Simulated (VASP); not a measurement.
# Sb in VASP: single point with PBE

Aim: the single point of Sb with PBE.

Everything below comes from runs of VASP 6.6.1. Logs are shortened: lines on timing, memory, paths and dates and some standing lists are left out, and cuts for length are marked.

**1. The cell of the first run**

The cell holds a slab with vacuum, 3 atoms: a = 3.388 Å, b = 3.388 Å, c = 20.791 Å, α = 90.00°, β = 90.00°, γ = 90.00°.

**2. Single point, PBE**

POSCAR reads:

```
Sb
1.0
    3.3880510193      0.0000000000      0.0000000000
    0.0000000000      3.3880510193      0.0000000000
    0.0000000000      0.0000000000     20.7914000000
Sb
3
Direct
    0.0000000000      0.0000000000      0.3847738079
    0.5000000000      0.5000000000      0.5000000000
    0.0000000000      0.0000000000      0.6152261921
```

INCAR.step1 reads:

```
SYSTEM = Sb
ALGO = Normal
DIPOL = 0.5 0.5 0.500
EDIFF = 1E-7
ENCUT = 520
GGA = PE
IDIPOL = 3
ISIF = 2
ISMEAR = -1
LASPH = .TRUE.
LCHARG = .TRUE.
LDIPOL = .TRUE.
LREAL = .FALSE.
LWAVE = .FALSE.
NBANDS = 14
NELM = 60
PREC = Accurate
SIGMA = 0.05
```

KPOINTS.step1 reads:

```
k-points
0
G
  10 10 1
  0 0 0
```

INCAR.step2 reads:

```
SYSTEM = Sb
ALGO = Normal
DIPOL = 0.5 0.5 0.500
EDIFF = 1E-7
ENCUT = 520
GGA = PE
ICHARG = 11
IDIPOL = 3
ISIF = 2
ISMEAR = -5
LASPH = .TRUE.
LCHARG = .FALSE.
LDIPOL = .TRUE.
LORBIT = 11
LREAL = .FALSE.
LWAVE = .FALSE.
NEDOS = 1001
NELM = 60
PREC = Accurate
SIGMA = 0.05
```

KPOINTS.step2 reads:

```
k-points
0
G
  15 15 1
  0 0 0
```

Potentials or basis: VASP PAW PBE potentials, release 64 (Sb).

On the command line:

```sh
$ cat potpaw_PBE.64/Sb/POTCAR > POTCAR
$ cp INCAR.step1 INCAR
$ cp KPOINTS.step1 KPOINTS
$ mpirun -np 1 vasp_std > vasp.out
$ cp INCAR.step2 INCAR
$ cp KPOINTS.step2 KPOINTS
$ mpirun -np 1 vasp_std > vasp.out
```

OUTCAR:

```text
SYSTEM = Sb
   EDIFF = 1E-7
   ENCUT = 520
   GGA = PE
   ICHARG = 11
   ISIF = 2
   ISMEAR = -5
   LASPH = .TRUE.
   LORBIT = 11
   LREAL = .FALSE.
   NELM = 60
   PREC = Accurate

 ion  position               nearest neighbor table
   1  0.000  0.000  0.385-   2 3.39   2 3.39   2 3.39   2 3.39
   2  0.500  0.500  0.500-   1 3.39   3 3.39   1 3.39   3 3.39   1 3.39   3 3.39   1 3.39   3 3.39

   3  0.000  0.000  0.615-   2 3.39   2 3.39   2 3.39   2 3.39

  LATTYP: Found a simple tetragonal cell.
 ALAT       =     3.3880510193
 C/A-ratio  =     6.1366844482

  Lattice vectors:

 A1 = (   3.3880510193,   0.0000000000,   0.0000000000)
 A2 = (   0.0000000000,   3.3880510193,   0.0000000000)
 A3 = (   0.0000000000,   0.0000000000,  20.7914000000)

Analysis of symmetry for initial positions (statically):
=====================================================================
 Subroutine PRICEL returns:
 Original cell was already a primitive cell.

 Routine SETGRP: Setting up the symmetry group for a
 simple tetragonal supercell.

 Subroutine GETGRP returns: Found 16 space group operations
 (whereof 16 operations were pure point group operations)
 out of a pool of 16 trial point group operations.

The static configuration has the point symmetry D_4h.

Analysis of symmetry for dynamics (positions and initial velocities):
=====================================================================
 Subroutine PRICEL returns:
 Original cell was already a primitive cell.

 Routine SETGRP: Setting up the symmetry group for a
 simple tetragonal supercell.

 Subroutine GETGRP returns: Found 16 space group operations
 (whereof 16 operations were pure point group operations)
 out of a pool of 16 trial point group operations.

The dynamic configuration has the point symmetry D_4h.

 Subroutine INISYM returns: Found 16 space group operations
 (whereof 16 operations are pure point group operations),
 and found     1 'primitive' translations

----------------------------------------------------------------------------------------

                                     Primitive cell

  volume of cell :     238.6622

  direct lattice vectors                    reciprocal lattice vectors
     3.388051019  0.000000000  0.000000000     0.295154941  0.000000000  0.000000000
     0.000000000  3.388051019  0.000000000     0.000000000  0.295154941  0.000000000
     0.000000000  0.000000000 20.791400000     0.000000000  0.000000000  0.048096809

  length of vectors
     3.388051019  3.388051019 20.791400000     0.295154941  0.295154941  0.048096809
[... 109 lines left out ...]
   LORBIT       =     11    0 simple, 1 ext, 2 COOP (PROOUT), +10 PAW based schemes
   GGA     = PE    functional components
   LHFCALC =     F    Hartree Fock is set to
   AEXX    =    0.0000 exact exchange contribution
   IVDW    =     0    specifies the selected vdW correction
   LEPSILON=     F    determine dielectric tensor
   LRPA    =     F    only Hartree local field effects (RPA)
 non-spin polarized calculation
 Fermi weights with tetrahedron method with Bloechl corrections
  energy-cutoff  :      520.00
  volume of cell :      238.66
 maximum number of plane-waves:      6463
 NGX is ok and might be reduce to    28

 number of electron      14.9999999 magnetization

 dipolmoment           0.000000      0.000000     -0.000000 electrons x Angstroem

 Free energy of the ion-electron system (eV)
  ---------------------------------------------------
  ext. energy  EPLUGINS =         0.00000000
  ---------------------------------------------------
  free energy    TOTEN  =       -11.08334981 eV

  energy without entropy =      -11.08334981  energy(sigma->0) =      -11.08334981

 E-fermi :  -0.0168     XC(G=0):  -4.2936

 val. band max:        0.0034373090   @ k =   0.1333   0.0667   0.0000
 cond. band min:      -0.1059212821   @ k =   0.2000   0.2000   0.0000
 fundamental gap:     -0.1093585911
 Fermi energy:        -0.0168085463

 k-point     1 :       0.0000    0.0000    0.0000
  band No.  band energies     occupation
      1     -12.2038      2.00000
      2     -10.5855      2.00000
      3      -8.6253      2.00000
      4      -3.5319      2.00000
      5      -0.6241      2.00000
      6       0.9638      0.00000
      7       0.9638      0.00000
      8       2.3872      0.00000
      9       2.5990      0.00000
     10       2.5990      0.00000
     11       3.8505      0.00000
[... 309 lines left out ...]
 k-point    24 :       0.3333    0.2000    0.0000
  band No.  band energies     occupation
      1     -10.3373      2.00000
      2      -8.9576      2.00000
      3      -7.8737      2.00000
      4      -3.6387      2.00000
      5      -3.1178      2.00000
      6      -1.3900      2.00000
      7      -1.2800      2.00000
      8      -0.5847      2.09441
      9       0.3957     -0.00874
     10       1.6863      0.00000
     11       1.7916      0.00000

 [... further k-points ...]

------------------------ aborting loop because EDIFF is reached ----------------------------------------

 vacuum level on the upper side and lower side of the slab       (xc-potential included)        -0.063        -0.063

  FORCE on cell =-STRESS in cart. coord.  units (eV):
  Direction    XX          YY          ZZ          XY          YZ          ZX
  --------------------------------------------------------------------------------------
  -------------------------------------------------------------------------------------
  Total       -2.8781559     -2.8781559     -1.0859525      0.0000000     -0.0000000      0.0000000
  in kB      -19.3215197    -19.3215197     -7.2901726      0.0000000     -0.0000000      0.0000000
  external PRESSURE =     -15.3110706 kB  Pullay stress =       0.0000000 kB

 VOLUME and BASIS-vectors are now :
 -----------------------------------------------------------------------------
  energy-cutoff  :      520.00
  volume of cell :      238.66
      direct lattice vectors                 reciprocal lattice vectors
     3.388051019  0.000000000  0.000000000     0.295154941  0.000000000  0.000000000
     0.000000000  3.388051019  0.000000000     0.000000000  0.295154941  0.000000000
     0.000000000  0.000000000 20.791400000     0.000000000  0.000000000  0.048096809

 POSITION                                       TOTAL-FORCE (eV/Angst)
 -----------------------------------------------------------------------------------
      0.00000      0.00000      7.99999        -0.000000     -0.000000      0.197985
      1.69403      1.69403     10.39570         0.000000      0.000000      0.000000
      0.00000      0.00000     12.79141         0.000000     -0.000000     -0.197985
 -----------------------------------------------------------------------------------
    total drift:                               -0.000000     -0.000000      0.000000

  FREE ENERGIE OF THE ION-ELECTRON SYSTEM (eV)
  ---------------------------------------------------
  free  energy   TOTEN  =       -11.0833498103 eV

  energy  without entropy=      -11.0833498103  energy(sigma->0) =      -11.08334981

 vacuum level on the upper side and lower side of the slab         4.264         4.264

 total charge

# of ion       s       p       d       tot
------------------------------------------
    1        1.238   1.045   0.022   2.305
    2        1.276   0.978   0.042   2.295
    3        1.238   1.045   0.022   2.305
--------------------------------------------------
tot          3.752   3.068   0.086   6.906
```

OUTCAR.step1:

```text
SYSTEM = Sb
   EDIFF = 1E-7
   ENCUT = 520
   GGA = PE
   ISIF = 2
   ISMEAR = -1
   LASPH = .TRUE.
   LREAL = .FALSE.
   NELM = 60
[... 582 lines left out ...]
      1.69403      1.69403     10.39570         0.000000      0.000000     -0.000000
      0.00000      0.00000     12.79141         0.000000      0.000000     -0.228322
 -----------------------------------------------------------------------------------
    total drift:                               -0.000000     -0.000000      0.000000

  FREE ENERGIE OF THE ION-ELECTRON SYSTEM (eV)
  ---------------------------------------------------
  free  energy   TOTEN  =       -11.0979964257 eV

  energy  without entropy=      -11.0814579172  energy(sigma->0) =      -11.08972717

 vacuum level on the upper side and lower side of the slab         4.264         4.264
```

Run time: 3.6 min. Hardware: 1 thread of AMD EPYC 7R13, shared host; peak memory 0.32 GiB.

What came out:

| Property | Result |
| --- | --- |
| Valence electrons inside the program's atomic spheres | Sb 2.31, 2.29 (each value once) |

Caveat: spin-orbit coupling is left out, which moves the levels of the heavy elements; tetrahedron occupations give inexact forces and stress in metals.
